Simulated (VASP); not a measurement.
# KZnF3 (P4/mmm) in VASP: further runs

Runs on KZnF3. Level: PBE. Tasks: single point.

All numbers are computed with VASP 6.6.1; they aren't measurements. Logs are shortened: lines on timing, memory, paths and dates and some standing lists are left out, and cuts for length are marked.

## 1. The cell of the first run

It takes space group P4/mmm (No. 123, tetragonal). The conventional cell has a = 4.050 Å, b = 4.050 Å, c = 4.354 Å, α = 90.00°, β = 90.00°, γ = 90.00°. Within 3.8 Å of K (site symmetry 4/mmm) lie 12 F at 2.86 to 2.97 Å and 8 Zn at 3.60 Å. Zn (site symmetry 4/mmm) has 6 F at 2.02 to 2.18 Å within 2.7 Å. F (site symmetry mmm) has 2 Zn at 2.02 Å within 2.7 Å. F (site symmetry 4/mmm) has 2 Zn at 2.18 Å and 4 K at 2.86 Å within 2.9 Å.

## 2. Single point, PBE (strain +0.0750 x Voigt [0, 1, 0, 0, 0, 0])

Input file INCAR:

```
SYSTEM = KZnF3
PREC = Accurate
ENCUT = 520
EDIFF = 1E-6
ISMEAR = 0
SIGMA = 0.05
LREAL = .False.
LASPH = .True.
NELM = 60
ALGO = Normal
ISIF = 2
LWAVE = .False.
LCHARG = .False.
GGA = PE
NBANDS = 29
```

Input file KPOINTS:

```
regular mesh
0
Gamma
  6 6 6
  0 0 0
```

Input file POSCAR:

```
KZnF3
1.0
    4.0500000000      0.0000000000      0.0000000000
    0.0000000000      4.3537500000      0.0000000000
    0.0000000000      0.0000000000      4.0500000000
K Zn F
1 1 3
Direct
    0.0000000000      0.0000000000      0.0000000000
    0.5000000000      0.5000000000      0.5000000000
    0.5000000000      0.5000000000      0.0000000000
    0.0000000000      0.5000000000      0.5000000000
    0.5000000000      0.0000000000      0.5000000000
```

Potentials or basis: VASP PAW PBE potentials, release 64 (K_sv, Zn, F).

On the command line:

```
$ cat potpaw_PBE.64/K_sv/POTCAR potpaw_PBE.64/Zn/POTCAR potpaw_PBE.64/F/POTCAR > POTCAR
$ mpirun -np 1 vasp_std > vasp.out
```

OUTCAR:

```text
SYSTEM = KZnF3
   PREC = Accurate
   ENCUT = 520
   EDIFF = 1E-6
   ISMEAR = 0
   LREAL = .False.
   LASPH = .True.
   NELM = 60
   ISIF = 2
   GGA = PE

 ion  position               nearest neighbor table
   1  0.000  0.000  0.000-
   2  0.500  0.500  0.500-   3 2.02   4 2.02   3 2.02   4 2.02   5 2.18   5 2.18
   3  0.500  0.500  0.000-   2 2.02   2 2.02
   4  0.000  0.500  0.500-   2 2.02   2 2.02
   5  0.500  0.000  0.500-   2 2.18   2 2.18

  LATTYP: Found a simple tetragonal cell.
 ALAT       =     4.0500000000
 C/A-ratio  =     1.0750000000

  Lattice vectors:

 A1 = (  -4.0500000000,   0.0000000000,   0.0000000000)
 A2 = (   0.0000000000,   0.0000000000,   4.0500000000)
 A3 = (   0.0000000000,   4.3537500000,   0.0000000000)

Analysis of symmetry for initial positions (statically):
=====================================================================
 Subroutine PRICEL returns:
 Original cell was already a primitive cell.

 Routine SETGRP: Setting up the symmetry group for a
 simple tetragonal supercell.

 Subroutine GETGRP returns: Found 16 space group operations
 (whereof 16 operations were pure point group operations)
 out of a pool of 16 trial point group operations.

The static configuration has the point symmetry D_4h.

Analysis of symmetry for dynamics (positions and initial velocities):
=====================================================================
 Subroutine PRICEL returns:
 Original cell was already a primitive cell.

 Routine SETGRP: Setting up the symmetry group for a
 simple tetragonal supercell.

 Subroutine GETGRP returns: Found 16 space group operations
 (whereof 16 operations were pure point group operations)
 out of a pool of 16 trial point group operations.

The dynamic configuration has the point symmetry D_4h.

 Subroutine INISYM returns: Found 16 space group operations
 (whereof 16 operations are pure point group operations),
 and found     1 'primitive' translations

----------------------------------------------------------------------------------------

                                     Primitive cell

  volume of cell :      71.4124

  direct lattice vectors                    reciprocal lattice vectors
     4.050000000  0.000000000  0.000000000     0.246913580  0.000000000  0.000000000
     0.000000000  4.353750000  0.000000000     0.000000000  0.229687051  0.000000000
     0.000000000  0.000000000  4.050000000     0.000000000  0.000000000  0.246913580

  length of vectors
     4.050000000  4.353750000  4.050000000     0.246913580  0.229687051  0.246913580

  position of ions in fractional coordinates (direct lattice)
     0.000000000  0.000000000  0.000000000
     0.500000000  0.500000000  0.500000000
     0.500000000  0.500000000  0.000000000
     0.000000000  0.500000000  0.500000000
     0.500000000  0.000000000  0.500000000

  ion indices of the primitive-cell ions
   primitive index   ion index
                 1           1
                 2           2
                 3           3
                 4           4
                 5           5

----------------------------------------------------------------------------------------

 KPOINTS: regular mesh

Automatic generation of k-mesh.
 Grid dimensions read from file:
 generate k-points for:    6    6    6

 Generating k-lattice:

  Cartesian coordinates                     Fractional coordinates (reciprocal lattice)
     0.041152263  0.000000000  0.000000000     0.166666667  0.000000000  0.000000000
     0.000000000  0.038281175  0.000000000     0.000000000  0.166666667  0.000000000
     0.000000000  0.000000000  0.041152263     0.000000000  0.000000000  0.166666667

  Length of vectors
     0.041152263  0.038281175  0.041152263

  Shift w.r.t. Gamma in fractional coordinates (k-lattice)
     0.000000000  0.000000000  0.000000000

 Subroutine IBZKPT returns following result:
 ===========================================

 Found     40 irreducible k-points:

 Following reciprocal coordinates:
            Coordinates               Weight
  0.000000  0.000000  0.000000      1.000000
  0.166667  0.000000  0.000000      4.000000
  0.333333  0.000000  0.000000      4.000000
  0.500000  0.000000  0.000000      2.000000
  0.000000  0.166667  0.000000      2.000000
  0.166667  0.166667  0.000000      8.000000
[... 16 lines left out ...]
  0.166667  0.333333  0.166667      8.000000
  0.333333  0.333333  0.166667     16.000000
 [... further k-points ...]
   k-points           NKPTS =     40   k-points in BZ     NKDIM =     40   number of bands    NBANDS=     29
   number of dos      NEDOS =    301   number of ions     NIONS =      5
   total plane-waves  NPLWV =  28800
   dimension x,y,z NGX =    30 NGY =   32 NGZ =   30
   dimension x,y,z NGXF=    60 NGYF=   64 NGZF=   60
   ions per type =               1   1   3
   NGX,Y,Z   is equivalent  to a cutoff of  12.31, 12.22, 12.31 a.u.
   NGXF,Y,Z  is equivalent  to a cutoff of  24.63, 24.44, 24.63 a.u.
 SYSTEM =  KZnF3
   PREC   = accura    normal or accurate (medium, high low for compatibility)
   ISTART =      0    job   : 0-new  1-cont  2-samecut
   ICHARG =      2    charge: 1-file 2-atom 10-const
   ISPIN  =      1    spin polarized calculation?
   LNONCOLLINEAR =      F non collinear calculations
   LSORBIT =      F    spin-orbit coupling
   LASPH  =      T    aspherical Exc in radial PAW
   ENCUT  =  520.0 eV  38.22 Ry    6.18 a.u.   7.53  8.10  7.53*2*pi/ulx,y,z
   NELM   =     60;   NELMIN=  2; NELMDL= -5     # of ELM steps
   EDIFF  = 0.1E-05   stopping-criterion for ELM
   LREAL  =      F    real-space projection
   EDIFFG = 0.1E-04   stopping-criterion for IOM
   NSW    =      0    number of steps for IOM
   IBRION =     -1    ionic relax: 0-MD 1-quasi-New 2-CG
   NFREE  =      0    steps in history (QN), initial steepest desc. (CG)
   ISIF   =      2    stress and relaxation
   ISYM   =      2    0-nonsym 1-usesym 2-fastsym
   POTIM  = 0.5000    time-step for ionic-motion
   TEBEG  =    0.0;   TEEND  =   0.0 temperature during run
   PSTRESS=    0.0 pullay stress
   NELECT =      42.0000    total number of electrons
   NUPDOWN=      -1.0000    fix difference up-down
   EMIN   =  10.00;   EMAX   =-10.00  energy-range for DOS
   EFERMI =   0.00;   METHOD = LEGACY
   ISMEAR =     0;   SIGMA  =   0.05  broadening in eV -4-tet -1-fermi 0-gaus
   EFERMI_NEDOS =   21; number of points for ismear=-14 and -15
   IALGO  =     38    algorithm
   IMIX   =      4    mixing-type and parameters
     AMIX     =   0.40;   BMIX     =  1.00
     AMIX_MAG =   1.60;   BMIX_MAG =  1.00
  volume/ion in A,a.u.               =      14.28        96.38
  Fermi-wavevector in a.u.,A,eV,Ry     =   1.371619  2.591984 25.597158  1.881338
  Thomas-Fermi vector in A             =   2.497299
   LORBIT       =      0    0 simple, 1 ext, 2 COOP (PROOUT), +10 PAW based schemes
   GGA     = PE    functional components
   LHFCALC =     F    Hartree Fock is set to
   AEXX    =    0.0000 exact exchange contribution
   IVDW    =     0    specifies the selected vdW correction
   LEPSILON=     F    determine dielectric tensor
   LRPA    =     F    only Hartree local field effects (RPA)
 non-spin polarized calculation
 Gauss-broadening in eV      SIGMA  =   0.05
  energy-cutoff  :      520.00
  volume of cell :       71.41
 maximum number of plane-waves:      1948
   NGX = 15   NGY = 17   NGZ = 15

 number of electron      41.9999974 magnetization

 Free energy of the ion-electron system (eV)
  ---------------------------------------------------
  ext. energy  EPLUGINS =         0.00000000
  ---------------------------------------------------
  free energy    TOTEN  =       -20.28284109 eV

  energy without entropy =      -20.28284109  energy(sigma->0) =      -20.28284109

 E-fermi :  -1.0025     XC(G=0):  -9.5082

 val. band max:       -1.2821809932   @ k =   0.5000   0.5000   0.5000
 cond. band min:       2.1691604777   @ k =   0.0000   0.0000   0.0000
 fundamental gap:      3.4513414709
 Fermi energy:        -1.0024914686

 k-point     1 :       0.0000    0.0000    0.0000
  band No.  band energies     occupation
      1     -28.3306      2.00000
      2     -22.6335      2.00000
      3     -22.1464      2.00000
      4     -21.6949      2.00000
      5     -11.8420      2.00000
      6     -11.7867      2.00000
[... 21 lines left out ...]
     28       9.9965      0.00000
     29      11.4346      0.00000

 k-point     2 :       0.1667    0.0000    0.0000
  band No.  band energies     occupation
      1     -28.3262      2.00000
      2     -22.5959      2.00000
      3     -22.1678      2.00000
      4     -21.7020      2.00000
      5     -11.8324      2.00000
      6     -11.7950      2.00000
[... 21 lines left out ...]
     28       9.9902      0.00000
     29      11.7372      0.00000

 k-point     3 :       0.3333    0.0000    0.0000
  band No.  band energies     occupation
      1     -28.3175      2.00000
      2     -22.5005      2.00000
      3     -22.2315      2.00000
      4     -21.7151      2.00000
      5     -11.8130      2.00000
      6     -11.8113      2.00000
[... 21 lines left out ...]
     28       9.9735      0.00000
     29      12.0682      0.00000

 k-point     4 :       0.5000    0.0000    0.0000
  band No.  band energies     occupation
      1     -28.3131      2.00000
      2     -22.4213      2.00000
      3     -22.2961      2.00000
      4     -21.7215      2.00000
      5     -11.8194      2.00000
      6     -11.8033      2.00000
[... 21 lines left out ...]
     28      10.7028      0.00000
     29      11.3500      0.00000

 k-point     5 :       0.0000    0.1667    0.0000
  band No.  band energies     occupation
      1     -28.3281      2.00000
      2     -22.6264      2.00000
      3     -22.1451      2.00000
      4     -21.7025      2.00000
      5     -11.8352      2.00000
      6     -11.7813      2.00000
[... 21 lines left out ...]
     28      10.0451      0.00000
     29      11.3185      0.00000
[... 510 lines left out ...]
     28      10.0194      0.00000
     29      11.5011      0.00000

 k-point    22 :       0.5000    0.1667    0.1667
  band No.  band energies     occupation
      1     -28.3084      2.00000
      2     -22.3823      2.00000
      3     -22.2982      2.00000
      4     -21.7307      2.00000
      5     -11.8482      2.00000
      6     -11.8180      2.00000
[... 21 lines left out ...]
     28      10.4228      0.00000
     29      11.3173      0.00000

 k-point    23 :       0.1667    0.3333    0.1667
  band No.  band energies     occupation
      1     -28.3159      2.00000
      2     -22.5373      2.00000
      3     -22.1823      2.00000
      4     -21.7255      2.00000
      5     -11.8355      2.00000
      6     -11.8101      2.00000
[... 21 lines left out ...]
     28      10.1027      0.00000
     29      11.1268      0.00000

 k-point    24 :       0.3333    0.3333    0.1667
  band No.  band energies     occupation
      1     -28.3088      2.00000
      2     -22.4462      2.00000
      3     -22.2349      2.00000
      4     -21.7314      2.00000
      5     -11.8556      2.00000
      6     -11.8400      2.00000
[... 21 lines left out ...]
     28      10.2003      0.00000
     29      11.2357      0.00000

 [... further k-points ...]
[... 5 lines left out ...]
  --------------------------------------------------------------------------------------
  -------------------------------------------------------------------------------------
  Total        0.5194524     -1.4581103      0.5194524      0.0000000      0.0000000      0.0000000
  in kB       11.6542096    -32.7135311     11.6542096      0.0000000      0.0000000      0.0000000
  external PRESSURE =      -3.1350373 kB  Pullay stress =       0.0000000 kB

 VOLUME and BASIS-vectors are now :
 -----------------------------------------------------------------------------
  energy-cutoff  :      520.00
  volume of cell :       71.41
      direct lattice vectors                 reciprocal lattice vectors
     4.050000000  0.000000000  0.000000000     0.246913580  0.000000000  0.000000000
     0.000000000  4.353750000  0.000000000     0.000000000  0.229687051  0.000000000
     0.000000000  0.000000000  4.050000000     0.000000000  0.000000000  0.246913580

 POSITION                                       TOTAL-FORCE (eV/Angst)
 -----------------------------------------------------------------------------------
      0.00000      0.00000      0.00000         0.000000      0.000000      0.000000
      2.02500      2.17687      2.02500         0.000000      0.000000      0.000000
      2.02500      2.17687      0.00000         0.000000      0.000000      0.000000
      0.00000      2.17687      2.02500         0.000000      0.000000      0.000000
      2.02500      0.00000      2.02500         0.000000      0.000000      0.000000
 -----------------------------------------------------------------------------------
    total drift:                                0.000000      0.000000     -0.000000

  FREE ENERGIE OF THE ION-ELECTRON SYSTEM (eV)
  ---------------------------------------------------
  free  energy   TOTEN  =       -20.2828410910 eV

  energy  without entropy=      -20.2828410910  energy(sigma->0) =      -20.28284109
```

Wall time 45 s (1 thread of Intel Xeon 6975P-C (Granite Rapids), shared host); peak memory 0.22 GiB.

Results:

```
Free energy            : -20.2828 eV
Pressure               : -0.3 GPa
Band gap on the k mesh : 3.45 eV, indirect (least direct gap 4.97 eV)
```

Caveat: the cell differs from its parent crystal (strain +0.0750 x Voigt [0, 1, 0, 0, 0, 0]). A k mesh can miss the band edges.

## 3. Single point, PBE (strain +0.1125 x Voigt [0, 1, 0, 0, 0, 0])

Input file INCAR:

```
SYSTEM = KZnF3
PREC     = Accurate       ! precision mode
ENCUT    = 520            ! plane-wave cutoff, eV
EDIFF    = 1E-6           ! SCF threshold, eV
ISMEAR   = 0              ! smearing method
SIGMA    = 0.05           ! smearing width, eV
LREAL    = .FALSE.        ! projectors in reciprocal space
LASPH    = .TRUE.         ! aspherical terms in the spheres
NELM     = 100            ! most SCF steps
ALGO     = Normal         ! electronic algorithm
ISIF     = 2              ! what is computed and relaxed
LWAVE    = .FALSE.        ! write WAVECAR
LCHARG   = .FALSE.        ! write CHGCAR
GGA      = PE             ! functional
NBANDS   = 29             ! bands
```

Input file KPOINTS:

```
regular mesh
0
G
  6 6 6
  0 0 0
```

POSCAR: that of step 2 with these lines changed.

```diff
@@ -3,3 +3,3 @@
     4.0500000000      0.0000000000      0.0000000000
-    0.0000000000      4.3537500000      0.0000000000
+    0.0000000000      4.5056250000      0.0000000000
     0.0000000000      0.0000000000      4.0500000000
```

Potentials or basis: VASP PAW PBE potentials, release 64 (K_sv, Zn, F).

On the command line:

```
$ cat potpaw_PBE.64/K_sv/POTCAR potpaw_PBE.64/Zn/POTCAR potpaw_PBE.64/F/POTCAR > POTCAR
$ mpirun -np 1 vasp_std > vasp.out
```

OUTCAR:

```text
SYSTEM = KZnF3
   PREC = Accurate
   ENCUT = 520
   EDIFF = 1E-6
   ISMEAR = 0
   LREAL = .FALSE.
   LASPH = .TRUE.
   NELM = 100
   ISIF = 2
   GGA = PE

 ion  position               nearest neighbor table
   1  0.000  0.000  0.000-
   2  0.500  0.500  0.500-   3 2.02   4 2.02   3 2.02   4 2.02   5 2.25   5 2.25
   3  0.500  0.500  0.000-   2 2.02   2 2.02
   4  0.000  0.500  0.500-   2 2.02   2 2.02
   5  0.500  0.000  0.500-   2 2.25   2 2.25

  LATTYP: Found a simple tetragonal cell.
[... 970 lines left out ...]
  --------------------------------------------------------------------------------------
  -------------------------------------------------------------------------------------
  Total       -0.1063313     -2.4930550     -0.1063313      0.0000000      0.0000000      0.0000000
  in kB       -2.3051898    -54.0477158     -2.3051898      0.0000000      0.0000000      0.0000000
  external PRESSURE =     -19.5526985 kB  Pullay stress =       0.0000000 kB

 VOLUME and BASIS-vectors are now :
 -----------------------------------------------------------------------------
  energy-cutoff  :      520.00
  volume of cell :       73.90
      direct lattice vectors                 reciprocal lattice vectors
     4.050000000  0.000000000  0.000000000     0.246913580  0.000000000  0.000000000
     0.000000000  4.505625000  0.000000000     0.000000000  0.221944791  0.000000000
     0.000000000  0.000000000  4.050000000     0.000000000  0.000000000  0.246913580

 POSITION                                       TOTAL-FORCE (eV/Angst)
 -----------------------------------------------------------------------------------
      0.00000      0.00000      0.00000         0.000000      0.000000      0.000000
      2.02500      2.25281      2.02500         0.000000      0.000000      0.000000
      2.02500      2.25281      0.00000         0.000000      0.000000      0.000000
      0.00000      2.25281      2.02500         0.000000      0.000000      0.000000
      2.02500      0.00000      2.02500         0.000000      0.000000      0.000000
 -----------------------------------------------------------------------------------
    total drift:                                0.000000      0.000000     -0.000000

  FREE ENERGIE OF THE ION-ELECTRON SYSTEM (eV)
  ---------------------------------------------------
  free  energy   TOTEN  =       -20.2186405021 eV

  energy  without entropy=      -20.2186405021  energy(sigma->0) =      -20.21864050
```

OSZICAR:

```text
N       E                     dE             d eps       ncg     rms          rms(c)
DAV:   1     0.435571208729E+03    0.43557E+03   -0.22013E+04  2320   0.169E+03
DAV:   2     0.185813542241E+02   -0.41699E+03   -0.39602E+03  2578   0.440E+02
DAV:   3    -0.216496937285E+02   -0.40231E+02   -0.39915E+02  2679   0.142E+02
DAV:   4    -0.226682001702E+02   -0.10185E+01   -0.10156E+01  3617   0.214E+01
DAV:   5    -0.226812920397E+02   -0.13092E-01   -0.13085E-01  2778   0.210E+00    0.107E+01
DAV:   6    -0.201999081065E+02    0.24814E+01   -0.70452E+00  3285   0.366E+01    0.621E+00
DAV:   7    -0.202547507140E+02   -0.54843E-01   -0.15217E+00  2560   0.748E+00    0.409E+00
DAV:   8    -0.202528309282E+02    0.19198E-02   -0.47681E-01  3036   0.113E+01    0.137E+00
DAV:   9    -0.202183034982E+02    0.34527E-01   -0.94946E-02  3607   0.847E+00    0.373E-01
DAV:  10    -0.202181069060E+02    0.19659E-03   -0.28114E-02  3330   0.266E+00    0.119E-01
DAV:  11    -0.202188151054E+02   -0.70820E-03   -0.41488E-03  3349   0.577E-01    0.140E-01
DAV:  12    -0.202186679254E+02    0.14718E-03   -0.49140E-04  3409   0.402E-01    0.676E-02
DAV:  13    -0.202186356389E+02    0.32287E-04   -0.31126E-04  3483   0.364E-01    0.945E-03
DAV:  14    -0.202186403329E+02   -0.46940E-05   -0.50175E-05  2891   0.525E-02    0.226E-03
DAV:  15    -0.202186405021E+02   -0.16921E-06   -0.14253E-06  1828   0.172E-02
   1 F= -.20218641E+02 E0= -.20218641E+02  d E =-.106160E-23
```

It took 38 s on 1 thread of Intel Xeon 6975P-C (Granite Rapids), shared host; peak memory 0.22 GiB.

What came out:

```
Free energy            : -20.2186 eV
Pressure               : -2.0 GPa
Band gap on the k mesh : 3.32 eV, indirect (least direct gap 4.64 eV)
```

Levels at points of the mesh, in eV from the valence-band top:
```tsv
k point	band 19	band 20	band 21	band 22	band 23	band 24
(0.00, 0.00, 0.00)	-1.47	-1.31	-1.31	3.32	8.69	8.83
(0.50, 0.00, 0.00)	-1.63	-1.57	-1.44	6.06	8.09	9.88
(0.00, 0.50, 0.00)	-1.69	-1.28	-1.28	5.40	7.63	9.30
(0.50, 0.50, 0.00)	-1.41	-1.18	-0.36	7.20	9.11	9.68
(0.50, 0.00, 0.50)	-1.53	-1.26	0.00	7.64	9.85	9.85
(0.50, 0.50, 0.50)	-1.12	-0.46	0.00	8.04	8.37	8.37
```

Caveat: the cell differs from its parent crystal (strain +0.1125 x Voigt [0, 1, 0, 0, 0, 0]). A k mesh can miss the band edges.

(Part 1 of 2 ends here.)
